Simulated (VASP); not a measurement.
Here is a VASP 6.6.1 calculation.

Contents of INCAR:

```
SYSTEM = Al18Cu
PREC = Accurate
ENCUT = 520
EDIFF = 1E-6
ISMEAR = -1
SIGMA = 0.1
LREAL = Auto
LASPH = .TRUE.
NELM = 100
ALGO = Normal
ISIF = 2
LWAVE = .FALSE.
LCHARG = .FALSE.
GGA = PE
NBANDS = 48
```

Contents of KPOINTS:

```
regular mesh
0
G
  2 3 1
  0 0 0
```

Contents of POSCAR:

```
Al18Cu
1.0
   12.1500000000      0.0000000000      0.0000000000
    0.0000000000      5.7275650000      0.0000000000
    0.0000000000      0.0000000000     15.8637820000
Al Cu
18 1
Direct
    0.0000000000      0.0000000000      0.0630366706
    0.3333333333      0.0000000000      0.0630366706
    0.6666666667      0.0000000000      0.0630366706
    0.0000000000      0.5000030554      0.0630366706
    0.3333333333      0.5000030554      0.0630366706
    0.6666666667      0.5000030554      0.0630366706
    0.1824691358      0.2908391262      0.1489304379
    0.4983045267      0.2335547480      0.1297105570
    0.8328477366      0.2469112092      0.0857803013
    0.1769794239      0.7878566197      0.1619349030
    0.5190452675      0.7236408491      0.1585813522
    0.8301893004      0.6931916093      0.1492708359
    0.0041728395     -0.0645300403      0.2340740688
    0.3434403292     -0.0335046394      0.2476836860
    0.6585679012      0.0514703892      0.2440338628
   -0.0207407407      0.4150804050      0.2630079006
    0.3395802469      0.4956731176      0.2309096280
    0.6772345679      0.5528527393      0.2630961520
    0.8306831276      0.1449306992      0.2323783824
```

Potentials or basis: VASP PAW PBE potentials, release 64 (Al, Cu).

Run with:

```bash
$ cat potpaw_PBE.64/Al/POTCAR potpaw_PBE.64/Cu/POTCAR > POTCAR
$ mpirun -np 1 vasp_std > vasp.out
```

Q: Estimate the band gap on the k mesh.

A: Zero (an odd number of electrons rules out a gap without spin polarisation).

Q: Estimate the largest force.

A: 2.144 eV/Å.

Forces in eV/Å, atoms in the order of the input:
```
Al   0.840 -0.777 -0.139
Al  -0.117 -0.385  0.022
Al  -0.429 -0.934 -0.174
Al   1.148  0.657  0.204
Al   0.303  0.644 -0.713
Al  -0.783  0.538 -0.164
Al  -1.352 -0.666  0.128
Al   0.205  0.051  0.566
Al   0.109  0.061  0.095
Al  -0.067 -0.397 -0.494
Al  -0.605  0.382 -0.026
Al   0.327  0.715  0.303
Al  -0.294 -0.357  0.541
Al   0.393  0.730 -0.307
Al  -2.048 -0.630  0.091
Al   0.428  0.709 -0.712
Al   0.464 -0.258  0.846
Al   0.127 -0.442 -0.228
Cu   1.352  0.359  0.159
```

Caveat: the k points lie up to 0.37 Å⁻¹ apart, too coarse for converged energies and pressures of a metal; the atoms stand as in a frame of molecular dynamics.
